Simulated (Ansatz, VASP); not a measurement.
# Two plane-wave programs on TiB

INCAR

```
PREC     = Accurate       # precision mode
ENCUT    = 520            # plane-wave cutoff, eV
EDIFF    = 1E-6           # SCF threshold, eV
ISMEAR   = 0              # smearing method
SIGMA    = 0.15           # smearing width, eV
LREAL    = F              # projectors in reciprocal space
LASPH    = T              # aspherical terms in the spheres
NELM     = 100            # most SCF steps
ALGO     = Normal         # electronic algorithm
ISIF     = 2              # what is computed and relaxed
LWAVE    = F              # write WAVECAR
LCHARG   = F              # write CHGCAR
GGA      = PS             # functional
NBANDS   = 14             # bands
```

KPOINTS

```
Automatic mesh
0
Gamma
  20 20 20
```

POSCAR

```
TiB
1.0
    0.0000000000      2.1010000000      2.2270600000
    2.1010000000      0.0000000000      2.2270600000
    2.1010000000      2.1010000000      0.0000000000
Ti B
1 1
Direct
    0.7500000000      0.7500000000      0.7500000000
    0.0000000000      0.0000000000      0.0000000000
```

Input for Ansatz:

```yaml
crystal:
  lattice:
    - [0.0, 2.101, 2.22706]
    - [2.101, 0.0, 2.22706]
    - [2.101, 2.101, 0.0]
  atoms:
    - { symbol: Ti, position: [0.75, 0.75, 0.75] }
    - { symbol: B, position: [0.0, 0.0, 0.0] }
basis:
  ecutwfc: 420
kpoints:
  mp_grid: { grid: [20, 20, 20] }
hamiltonian:
  xc: pbesol
scf:
  occupations: { method: gaussian, width: 0.15 }
output:
  forces: true
  stress: true
  eigenvalues: true
```

Change from the starting cell: strain +0.0600 x Voigt [0, 0, 1, 0, 0, 0], atoms carried along.

Alike in both runs: task single point; functional PBEsol; k mesh 20 × 20 × 20; occupations gaussian, width 0.15 eV; no spin polarisation.

|  | VASP | Ansatz |
| --- | --- | --- |
| version | VASP 6.6.1 | Ansatz 0.2.0 |
| potentials or method | VASP PAW PBE potentials, release 64 (Ti_sv, B), cutoff 520 eV | scalar-relativistic, plane waves, PAW |
| valence electrons in the cell | 15 | 15 |

VASP gave:

- gap on the k mesh at the Fermi level (eV): none
- pressure (GPa): 88.7
- traceless stress, the component that is largest in VASP (GPa): 6.22

Problem. Estimate Ansatz's values.

Solution. gap on the k mesh at the Fermi level (eV): none; pressure (GPa): 88.9; traceless stress, the component that is largest in VASP (GPa): 6.26.

VASP's potentials were made for PBE, not for PBEsol. A gap of «none» marks a metal or a gap that the smearing closes. Both programs put the cell under a high pressure, so it lies far from rest at this level. The functional is the same, so the differences come from potentials, cutoffs and numerics.

Noted on VASP's run: the cell as given lies far from equilibrium.
